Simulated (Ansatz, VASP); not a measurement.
YAl3N4 in VASP and in Ansatz

```
CELL_PARAMETERS angstrom
5.01085 -2.87731 0.00520
-3.40548 -0.10295 -4.68325
3.50732 6.04345 0.04843
ATOMIC_POSITIONS crystal
Y 0.32042 0.00852 0.98759
Y 0.92958 0.49148 0.13741
Al 0.83295 0.98304 0.25433
Al 0.35555 0.07759 0.51490
Al 0.82204 0.95237 0.73101
Al 0.42796 0.54763 0.39399
Al 0.89445 0.42241 0.61010
Al 0.41705 0.51696 0.87067
N 0.55136 0.53187 0.13972
N 0.06326 0.41568 0.39090
N 0.61009 0.51274 0.61204
N 0.09513 0.53090 0.85621
N 0.69864 0.96813 0.98528
N 0.15487 0.96910 0.26879
N 0.63991 0.98726 0.51296
N 0.18674 0.08432 0.73410
```

Alike in both runs: functional PBEsol; k mesh 4 × 4 × 4; occupations gaussian, width 0.1 eV; no spin polarisation.

Ansatz relaxed the structure, and its values are those at the end. VASP's run is a single point on that final structure, the one shown.

|  | VASP | Ansatz |
| --- | --- | --- |
| version | VASP 6.6.1 | Ansatz 0.2.0 |
| potentials or method | VASP PAW PBE potentials, release 64 (Y_sv, Al, N), cutoff 520 eV | scalar-relativistic, plane waves, PAW |
| valence electrons in the cell | 80 | 80 |

|  | VASP | Ansatz | Ansatz less VASP |
| --- | --- | --- | --- |
| gap on the k mesh at the Fermi level (eV) | 2.39 | 2.38 | -0.003 |
| least direct gap on the mesh (eV) | 2.39 | 2.38 | -0.003 |
| pressure (GPa) | 0.0 | 0.1 | +0.08 |
| rms of the force components (eV/Å) | 0.020 | 0.017 | -0.0034 |

VASP's potentials were made for PBE, not for PBEsol.
